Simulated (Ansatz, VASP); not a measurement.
## One calculation of Na2Pt3S4, two programs

```
Na Pt S
1.0
    -2.98126    5.05741    0.00000
     2.98126    0.00000    6.20513
     2.98126    5.05741    0.00000
Na Pt S
2 3 4
Direct
  0.34300 0.68600 0.65700
  0.65700 0.31400 0.34300
  0.00000 0.00000 0.00000
  0.00000 0.00000 0.50000
  0.50000 0.00000 0.00000
  0.29000 0.24000 0.05000
  0.95000 0.24000 0.71000
  0.71000 0.76000 0.95000
  0.05000 0.76000 0.29000
```

Alike in both runs: task single point; functional PBE; k mesh 4 × 4 × 4; occupations tetrahedron; no spin polarisation.

|  | VASP | Ansatz |
| --- | --- | --- |
| version | VASP 6.6.1 | Ansatz 0.2.0 |
| potentials or method | VASP PAW PBE potentials, release 64 (Na_pv, Pt, S), cutoff 520 eV | PAW plane waves |
| valence electrons in the cell | 68 | 96 |

```csv
,VASP,Ansatz,Ansatz less VASP
gap on the k mesh at the Fermi level (eV),0.76,0.78,+0.023
pressure (GPa),13.8,14.0,+0.27
rms of the force components (eV/Å),1.056,1.073,+0.0172
```

VASP's potentials hold 68 valence electrons a cell and Ansatz's 96, so a difference there can come from the potentials and not from the codes. Ansatz's warnings: band table not solved further, tetrahedron derivatives may miss energy slope.

Spin-orbit coupling is off throughout.
